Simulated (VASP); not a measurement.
Set up this calculation in VASP 6.6.1, as the native input.

| Quantity | Value |
| --- | --- |
| Task | single point |
| Functional | PBE |
| Potentials or basis | VASP PAW PBE potentials, release 64 (C, O) |
| Cutoff | 600 eV |
| k mesh | 6 × 6 × 4 |
| Occupations | gaussian, width 0.1 eV |
| Spin | no spin polarisation |
| Dipole correction | no |
| Further INCAR settings | ALGO = Normal; EDIFF = 1e-06; NBANDS = 18 |

The structure of CO lies in POSCAR:

```
CO
1.0
    3.1217318116      0.0000000000      0.0000000000
    0.0000000000      3.1217318116      0.0000000000
    0.0000000000      0.0000000000      3.8263725419
C O
2 2
Direct
    0.0000000000      0.5000000000      0.1887448210
    0.5000000000      0.0000000000      0.8112551790
    0.0000000000      0.0000000000      0.0000000000
    0.5000000000      0.5000000000      0.0000000000
```

These files were run (other wordings do the same):

INCAR

```
SYSTEM = CO
  PREC = Accurate
  ENCUT = 600
  EDIFF = 1E-6
  ISMEAR = 0
  SIGMA = 0.1
  LREAL = .FALSE.
  LASPH = .TRUE.
  NELM = 120
  ALGO = Normal
  ISIF = 2
  LWAVE = .FALSE.
  LCHARG = .FALSE.
  GGA = PE
  NBANDS = 18
  GGA_COMPAT = .FALSE.
```

KPOINTS

```
Automatic mesh
0
G
  6 6 4
  0 0 0
```

Potentials or basis: VASP PAW PBE potentials, release 64 (C, O).

Run with:

```console
$ cat potpaw_PBE.64/C/POTCAR potpaw_PBE.64/O/POTCAR > POTCAR
$ mpirun -np 1 vasp_std > vasp.out
```

It gave:

| Quantity | Value |
| --- | --- |
| Pressure | -0.5 GPa |
| Largest force | 0.015 eV/Å |

Caveat: the k points lie up to 0.41 Å⁻¹ apart.

It took 22 s on 1 thread of Intel(R) Xeon(R) Platinum 8259CL CPU @ 2.50GHz (Skylake/Cascade Lake), on a shared host, peak memory 0.16 GiB.
